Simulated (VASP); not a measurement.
# W (Fd-3m) in VASP: notebook

Runs on W. Level: PBEsol. Tasks: single point.

Everything below comes from runs of VASP 6.6.1. Logs are shortened: lines on timing, memory, paths and dates and some standing lists are left out, and cuts for length are marked.

### Step 1. The cell of the first run

It takes space group Fd-3m (No. 227, cubic). The conventional cell has a = 5.681 Å, b = 5.681 Å, c = 5.681 Å, α = 90.00°, β = 90.00°, γ = 90.00°. Within 3.2 Å of W (site symmetry -43m) lie 4 W at 2.46 Å.

This isn't the form of W at room conditions, which is bcc.

### Step 2. Single point, PBEsol (22.91 Å³/atom)

File INCAR:

```
PREC = Accurate
ENCUT = 520
EDIFF = 1E-6
ISMEAR = -1
SIGMA = 0.1
LREAL = False
LASPH = True
NELM = 100
ALGO = Normal
ISIF = 2
LWAVE = False
LCHARG = False
GGA = PS
NBANDS = 21
```

File KPOINTS:

```
regular mesh
0
Gamma
  11 11 11
```

File POSCAR:

```
W
1.0
    0.0000000000      2.8403351671      2.8403351671
    2.8403351671      0.0000000000      2.8403351671
    2.8403351671      2.8403351671      0.0000000000
W
2
Direct
    0.1250000000      0.1250000000      0.1250000000
    0.8750000000      0.8750000000      0.8750000000
```

Potentials or basis: VASP PAW PBE potentials, release 64 (W_sv).

On the command line:

```sh
$ cat potpaw_PBE.64/W_sv/POTCAR > POTCAR
$ mpirun -np 1 vasp_std > vasp.out
```

OUTCAR:

```text
PREC = Accurate
   ENCUT = 520
   EDIFF = 1E-6
   ISMEAR = -1
   LREAL = False
   LASPH = True
   NELM = 100
   ISIF = 2
   GGA = PS

 ion  position               nearest neighbor table
   1  0.125  0.125  0.125-   2 2.46   2 2.46   2 2.46   2 2.46
   2  0.875  0.875  0.875-   1 2.46   1 2.46   1 2.46   1 2.46

  LATTYP: Found a face centered cubic cell.
 ALAT       =     5.6806703342

  Lattice vectors:

 A1 = (   0.0000000000,   2.8403351671,   2.8403351671)
 A2 = (   2.8403351671,   0.0000000000,   2.8403351671)
 A3 = (   2.8403351671,   2.8403351671,   0.0000000000)

Analysis of symmetry for initial positions (statically):
=====================================================================
 Subroutine PRICEL returns:
 Original cell was already a primitive cell.

 Routine SETGRP: Setting up the symmetry group for a
 face centered cubic supercell.

 Subroutine GETGRP returns: Found 48 space group operations
 (whereof 12 operations were pure point group operations)
 out of a pool of 48 trial point group operations.

The static configuration has the point symmetry D_3d.
 The point group associated with its full space group is O_h .

Analysis of symmetry for dynamics (positions and initial velocities):
=====================================================================
 Subroutine PRICEL returns:
 Original cell was already a primitive cell.

 Routine SETGRP: Setting up the symmetry group for a
 face centered cubic supercell.

 Subroutine GETGRP returns: Found 48 space group operations
 (whereof 12 operations were pure point group operations)
 out of a pool of 48 trial point group operations.

The dynamic configuration has the point symmetry D_3d.
 The point group associated with its full space group is O_h .

 Subroutine INISYM returns: Found 48 space group operations
 (whereof 12 operations are pure point group operations),
 and found     1 'primitive' translations

----------------------------------------------------------------------------------------

                                     Primitive cell

  volume of cell :      45.8288

  direct lattice vectors                    reciprocal lattice vectors
     0.000000000  2.840335167  2.840335167    -0.176035563  0.176035563  0.176035563
     2.840335167  0.000000000  2.840335167     0.176035563 -0.176035563  0.176035563
     2.840335167  2.840335167  0.000000000     0.176035563  0.176035563 -0.176035563

  length of vectors
     4.016840515  4.016840515  4.016840515     0.304902539  0.304902539  0.304902539

  position of ions in fractional coordinates (direct lattice)
     0.125000000  0.125000000  0.125000000
     0.875000000  0.875000000  0.875000000

  ion indices of the primitive-cell ions
   primitive index   ion index
                 1           1
                 2           2

----------------------------------------------------------------------------------------

 KPOINTS: regular mesh

Automatic generation of k-mesh.
 Grid dimensions read from file:
 generate k-points for:   11   11   11

 Generating k-lattice:

  Cartesian coordinates                     Fractional coordinates (reciprocal lattice)
    -0.016003233  0.016003233  0.016003233     0.090909091  0.000000000  0.000000000
     0.016003233 -0.016003233  0.016003233     0.000000000  0.090909091  0.000000000
     0.016003233  0.016003233 -0.016003233     0.000000000  0.000000000  0.090909091

  Length of vectors
     0.027718413  0.027718413  0.027718413

  Shift w.r.t. Gamma in fractional coordinates (k-lattice)
     0.000000000  0.000000000  0.000000000

 Subroutine IBZKPT returns following result:
 ===========================================

 Found     56 irreducible k-points:

 Following reciprocal coordinates:
            Coordinates               Weight
  0.000000  0.000000  0.000000      1.000000
  0.090909  0.000000  0.000000      8.000000
  0.181818  0.000000  0.000000      8.000000
  0.272727  0.000000  0.000000      8.000000
  0.363636  0.000000  0.000000      8.000000
  0.454545  0.000000  0.000000      8.000000
[... 16 lines left out ...]
 -0.272727  0.181818  0.000000     24.000000
 -0.181818  0.181818  0.000000     12.000000
 [... further k-points ...]
   k-points           NKPTS =     56   k-points in BZ     NKDIM =     56   number of bands    NBANDS=     21
   number of dos      NEDOS =    301   number of ions     NIONS =      2
   total plane-waves  NPLWV =  27000
   dimension x,y,z NGX =    30 NGY =   30 NGZ =   30
   dimension x,y,z NGXF=    60 NGYF=   60 NGZF=   60
   ions per type =               2
   NGX,Y,Z   is equivalent  to a cutoff of  12.42, 12.42, 12.42 a.u.
   NGXF,Y,Z  is equivalent  to a cutoff of  24.83, 24.83, 24.83 a.u.
 SYSTEM =  unknown system
   PREC   = accura    normal or accurate (medium, high low for compatibility)
   ISTART =      0    job   : 0-new  1-cont  2-samecut
   ICHARG =      2    charge: 1-file 2-atom 10-const
   ISPIN  =      1    spin polarized calculation?
   LNONCOLLINEAR =      F non collinear calculations
   LSORBIT =      F    spin-orbit coupling
   LASPH  =      T    aspherical Exc in radial PAW
   ENCUT  =  520.0 eV  38.22 Ry    6.18 a.u.   7.47  7.47  7.47*2*pi/ulx,y,z
   NELM   =    100;   NELMIN=  2; NELMDL= -5     # of ELM steps
   EDIFF  = 0.1E-05   stopping-criterion for ELM
   LREAL  =      F    real-space projection
   EDIFFG = 0.1E-04   stopping-criterion for IOM
   NSW    =      0    number of steps for IOM
   IBRION =     -1    ionic relax: 0-MD 1-quasi-New 2-CG
   NFREE  =      0    steps in history (QN), initial steepest desc. (CG)
   ISIF   =      2    stress and relaxation
   ISYM   =      2    0-nonsym 1-usesym 2-fastsym
   POTIM  = 0.5000    time-step for ionic-motion
   TEBEG  =    0.0;   TEEND  =   0.0 temperature during run
   PSTRESS=    0.0 pullay stress
   NELECT =      28.0000    total number of electrons
   NUPDOWN=      -1.0000    fix difference up-down
   EMIN   =  10.00;   EMAX   =-10.00  energy-range for DOS
   EFERMI =   0.00;   METHOD = LEGACY
   ISMEAR =    -1;   SIGMA  =   0.10  broadening in eV -4-tet -1-fermi 0-gaus
   EFERMI_NEDOS =   21; number of points for ismear=-14 and -15
   IALGO  =     38    algorithm
   IMIX   =      4    mixing-type and parameters
     AMIX     =   0.40;   BMIX     =  1.00
     AMIX_MAG =   1.60;   BMIX_MAG =  1.00
  volume/ion in A,a.u.               =      22.91       154.63
  Fermi-wavevector in a.u.,A,eV,Ry     =   1.389146  2.625105 26.255528  1.929727
  Thomas-Fermi vector in A             =   2.513205
   LORBIT       =      0    0 simple, 1 ext, 2 COOP (PROOUT), +10 PAW based schemes
   GGA     = PS    functional components
   LHFCALC =     F    Hartree Fock is set to
   AEXX    =    0.0000 exact exchange contribution
   IVDW    =     0    specifies the selected vdW correction
   LEPSILON=     F    determine dielectric tensor
   LRPA    =     F    only Hartree local field effects (RPA)
 non-spin polarized calculation
  energy-cutoff  :      520.00
  volume of cell :       45.83
 maximum number of plane-waves:      1252
 NGX is ok and might be reduce to    30
   NGX = 15   NGY = 15   NGZ = 15

 number of electron      28.0000005 magnetization

 Free energy of the ion-electron system (eV)
  ---------------------------------------------------
  ext. energy  EPLUGINS =         0.00000000
  ---------------------------------------------------
  free energy    TOTEN  =       -21.95159632 eV

  energy without entropy =      -21.86569366  energy(sigma->0) =      -21.90864499

 E-fermi :   5.8198     XC(G=0): -11.3123

 val. band max:        5.8159305575   @ k =  -0.2727   0.1818   0.0000
 cond. band min:       5.8423704157   @ k =   0.2727   0.2727   0.0000
 fundamental gap:      0.0264398582
 Fermi energy:         5.8197745629

 k-point     1 :       0.0000    0.0000    0.0000
  band No.  band energies     occupation
      1     -67.2782      2.00000
      2     -66.8549      2.00000
      3     -31.9568      2.00000
      4     -31.9568      2.00000
      5     -31.9568      2.00000
      6     -30.8362      2.00000
[... 13 lines left out ...]
     20      16.7250      0.00000
     21      17.1789      0.00000

 k-point     2 :       0.0909    0.0000    0.0000
  band No.  band energies     occupation
      1     -67.2719      2.00000
      2     -66.8614      2.00000
      3     -31.9678      2.00000
      4     -31.9678      2.00000
      5     -31.9556      2.00000
      6     -30.8383      2.00000
[... 13 lines left out ...]
     20      16.3929      0.00000
     21      17.4464      0.00000

 k-point     3 :       0.1818    0.0000    0.0000
  band No.  band energies     occupation
      1     -67.2539      2.00000
      2     -66.8800      2.00000
      3     -31.9963      2.00000
      4     -31.9963      2.00000
      5     -31.9526      2.00000
      6     -30.8434      2.00000
[... 13 lines left out ...]
     20      16.0356      0.00000
     21      16.5237      0.00000

 k-point     4 :       0.2727    0.0000    0.0000
  band No.  band energies     occupation
      1     -67.2273      2.00000
      2     -66.9074      2.00000
      3     -32.0315      2.00000
      4     -32.0315      2.00000
      5     -31.9495      2.00000
      6     -30.8493      2.00000
[... 13 lines left out ...]
     20      14.2249      0.00000
     21      15.8831      0.00000

 k-point     5 :       0.3636    0.0000    0.0000
  band No.  band energies     occupation
      1     -67.1980      2.00000
      2     -66.9374      2.00000
      3     -32.0620      2.00000
      4     -32.0620      2.00000
      5     -31.9474      2.00000
      6     -30.8536      2.00000
[... 13 lines left out ...]
     20      12.2488      0.00000
     21      15.8521      0.00000
[... 382 lines left out ...]
     20      11.0126      0.00000
     21      14.4696      0.00000

 k-point    22 :      -0.3636    0.1818    0.0000
  band No.  band energies     occupation
      1     -67.1615      2.00000
      2     -66.9746      2.00000
      3     -32.1828      2.00000
      4     -32.0969      2.00000
      5     -31.7865      2.00000
      6     -31.0143      2.00000
[... 13 lines left out ...]
     20      11.4737      0.00000
     21      14.3788      0.00000

 k-point    23 :      -0.2727    0.1818    0.0000
  band No.  band energies     occupation
      1     -67.1881      2.00000
      2     -66.9475      2.00000
      3     -32.1575      2.00000
      4     -32.0648      2.00000
      5     -31.8259      2.00000
      6     -30.9738      2.00000
[... 13 lines left out ...]
     20      12.9040      0.00000
     21      14.6151      0.00000

 k-point    24 :      -0.1818    0.1818    0.0000
  band No.  band energies     occupation
      1     -67.2172      2.00000
      2     -66.9178      2.00000
      3     -32.1103      2.00000
      4     -32.0299      2.00000
      5     -31.8749      2.00000
      6     -30.9238      2.00000
[... 13 lines left out ...]
     20      14.7171      0.00000
     21      15.3221      0.00000

 [... further k-points ...]

------------------------ aborting loop because EDIFF is reached ----------------------------------------

  FORCE on cell =-STRESS in cart. coord.  units (eV):
  Direction    XX          YY          ZZ          XY          YZ          ZX
  --------------------------------------------------------------------------------------
  -------------------------------------------------------------------------------------
  Total        1.8813379      1.8813379      1.8813379      0.0000000      0.0000000     -0.0000000
  in kB       65.7716304     65.7716304     65.7716304      0.0000000      0.0000000     -0.0000000
  external PRESSURE =      65.7716304 kB  Pullay stress =       0.0000000 kB

 VOLUME and BASIS-vectors are now :
 -----------------------------------------------------------------------------
  energy-cutoff  :      520.00
  volume of cell :       45.83
      direct lattice vectors                 reciprocal lattice vectors
     0.000000000  2.840335167  2.840335167    -0.176035563  0.176035563  0.176035563
     2.840335167  0.000000000  2.840335167     0.176035563 -0.176035563  0.176035563
     2.840335167  2.840335167  0.000000000     0.176035563  0.176035563 -0.176035563

 POSITION                                       TOTAL-FORCE (eV/Angst)
 -----------------------------------------------------------------------------------
      0.71008      0.71008      0.71008         0.000000      0.000000      0.000000
      4.97059      4.97059      4.97059        -0.000000     -0.000000     -0.000000
 -----------------------------------------------------------------------------------
    total drift:                               -0.000000      0.000000      0.000000

  FREE ENERGIE OF THE ION-ELECTRON SYSTEM (eV)
  ---------------------------------------------------
  free  energy   TOTEN  =       -21.9515963218 eV

  energy  without entropy=      -21.8656936556  energy(sigma->0) =      -21.90864499
```

It took 31 s on 1 thread of Intel Xeon Platinum 8488C (Sapphire Rapids), shared host; peak memory 0.19 GiB.

Results:

```yaml
Free_energy: -21.9516 eV
Pressure: 6.6 GPa
Band_gap_on_the_k_mesh: zero (bands 14 and 15 overlap by 1.01 eV)
```

Levels at points of the mesh, in eV from the Fermi level:
```
           k point  band 10  band 11  band 12  band 13  band 14  band 15  band 16  band 17  band 18  band 19
(0.00, 0.00, 0.00)    -2.15    -2.15    -1.17    -1.17    -1.17     1.63     1.63     1.63     5.75     5.75
```

Caveat: the cell stands under pressure; the PAW data sets were made with another functional, which shifts forces and pressure a little; spin-orbit coupling is left out, which moves the levels of the heavy elements.

### Step 3. Single point, PBEsol (23.87 Å³/atom)

This run uses another cell than the first one, of 23.87 Å³/atom.

File INCAR:

```
SYSTEM = W
PREC = Accurate ; ENCUT = 520
EDIFF = 1E-6 ; ISMEAR = -1
SIGMA = 0.1 ; LREAL = .FALSE.
LASPH = .TRUE. ; NELM = 100
ALGO = Normal ; ISIF = 2
LWAVE = .FALSE. ; LCHARG = .FALSE.
GGA = PS ; NBANDS = 21
```

File KPOINTS:

```
Automatic mesh
0
G
  11 11 11
  0 0 0
```

File POSCAR:

```
W
1.0
    0.0000000000      2.8792487036      2.8792487036
    2.8792487036      0.0000000000      2.8792487036
    2.8792487036      2.8792487036      0.0000000000
W
2
Direct
    0.1250000000      0.1250000000      0.1250000000
    0.8750000000      0.8750000000      0.8750000000
```

Potentials or basis: VASP PAW PBE potentials, release 64 (W_sv).

On the command line:

```sh
$ cat potpaw_PBE.64/W_sv/POTCAR > POTCAR
$ mpirun -np 1 vasp_std > vasp.out
```

OUTCAR:

```text
SYSTEM = W
   PREC = Accurate
   ENCUT = 520
   EDIFF = 1E-6
   ISMEAR = -1
   LREAL = .FALSE.
   LASPH = .TRUE.
   NELM = 100
   ISIF = 2
   GGA = PS

 ion  position               nearest neighbor table
   1  0.125  0.125  0.125-   2 2.49   2 2.49   2 2.49   2 2.49
   2  0.875  0.875  0.875-   1 2.49   1 2.49   1 2.49   1 2.49

  LATTYP: Found a face centered cubic cell.
 ALAT       =     5.7584974072

  Lattice vectors:

 A1 = (   0.0000000000,   2.8792487036,   2.8792487036)
[... 762 lines left out ...]

------------------------ aborting loop because EDIFF is reached ----------------------------------------

  FORCE on cell =-STRESS in cart. coord.  units (eV):
  Direction    XX          YY          ZZ          XY          YZ          ZX
  --------------------------------------------------------------------------------------
  -------------------------------------------------------------------------------------
  Total        0.1892748      0.1892748      0.1892748      0.0000000      0.0000000     -0.0000000
  in kB        6.3523700      6.3523700      6.3523700      0.0000000      0.0000000     -0.0000000
  external PRESSURE =       6.3523700 kB  Pullay stress =       0.0000000 kB

 VOLUME and BASIS-vectors are now :
 -----------------------------------------------------------------------------
  energy-cutoff  :      520.00
  volume of cell :       47.74
      direct lattice vectors                 reciprocal lattice vectors
     0.000000000  2.879248704  2.879248704    -0.173656412  0.173656412  0.173656412
     2.879248704  0.000000000  2.879248704     0.173656412 -0.173656412  0.173656412
     2.879248704  2.879248704  0.000000000     0.173656412  0.173656412 -0.173656412

 POSITION                                       TOTAL-FORCE (eV/Angst)
 -----------------------------------------------------------------------------------
      0.71981      0.71981      0.71981        -0.000000     -0.000000     -0.000000
      5.03869      5.03869      5.03869         0.000000      0.000000      0.000000
 -----------------------------------------------------------------------------------
    total drift:                               -0.000000      0.000000      0.000000

  FREE ENERGIE OF THE ION-ELECTRON SYSTEM (eV)
  ---------------------------------------------------
  free  energy   TOTEN  =       -21.9945912492 eV

  energy  without entropy=      -21.9048626854  energy(sigma->0) =      -21.94972697
```

Wall time 29 s (1 thread of Intel Xeon Platinum 8488C (Sapphire Rapids), shared host); peak memory 0.19 GiB.

What came out:

- Free energy: -21.9946 eV
- Pressure: 0.6 GPa
- Band gap on the k mesh: zero (bands 14 and 15 overlap by 1.00 eV)

Levels at points of the mesh, in eV from the Fermi level:
| k point | band 11 | band 12 | band 13 | band 14 | band 15 | band 16 | band 17 | band 18 |
| --- | --- | --- | --- | --- | --- | --- | --- | --- |
| (0.00, 0.00, 0.00) | -1.98 | -1.11 | -1.11 | -1.11 | 1.58 | 1.58 | 1.58 | 5.49 |

Caveat: the PAW data sets were made with another functional, which shifts forces and pressure a little; spin-orbit coupling is left out, which moves the levels of the heavy elements.

[end of part 1 of 2]
